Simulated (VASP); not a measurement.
Here is a VASP 6.6.1 calculation.

File POSCAR:

```
W
1.0
   -1.6031677168      1.6031677168      1.6031677168
    1.6031677168     -1.6031677168      1.6031677168
    1.6031677168      1.6031677168     -1.6031677168
W
1
Direct
    0.0000000000      0.0000000000      0.0000000000
```

INCAR.step1

```
SYSTEM = W
PREC = Accurate
ENCUT = 520
EDIFF = 1E-5
ISMEAR = -1
SIGMA = 0.05
LREAL = .False.
LASPH = .True.
NELM = 80
ALGO = Normal
ISIF = 2
LWAVE = .True.
LCHARG = .False.
GGA = PE
NBANDS = 13
```

INCAR.step2

```
SYSTEM = W
PREC = Accurate
ENCUT = 520
EDIFF = 1E-6
ISMEAR = -1
SIGMA = 0.05
LREAL = .False.
LASPH = .True.
NELM = 80
ALGO = Normal
ISIF = 2
LWAVE = .False.
LCHARG = .False.
GGA = PE
LHFCALC = .True.
AEXX = 0.25
PRECFOCK = Normal
ISTART = 1
NBANDS = 13
```

Contents of KPOINTS:

```
Automatic mesh
0
Gamma
  8 8 8
  0 0 0
```

Potentials or basis: VASP PAW PBE potentials, release 64 (W_sv).

Command:

```sh
$ cat potpaw_PBE.64/W_sv/POTCAR > POTCAR
$ cp INCAR.step1 INCAR
$ mpirun -np 1 vasp_std > vasp.out
$ cp INCAR.step2 INCAR
$ mpirun -np 1 vasp_std > vasp.out
```

(1) Predict the band gap on the k mesh.

(2) What does it give for the pressure?

Answers

(1) zero (bands 7 and 8 overlap by 7.71 eV).

(2) -12.9 GPa.

Caveat: the cell stands under tension; the PAW data sets were made with another functional, which shifts forces and pressure a little; spin-orbit coupling is left out, which moves the levels of the heavy elements.
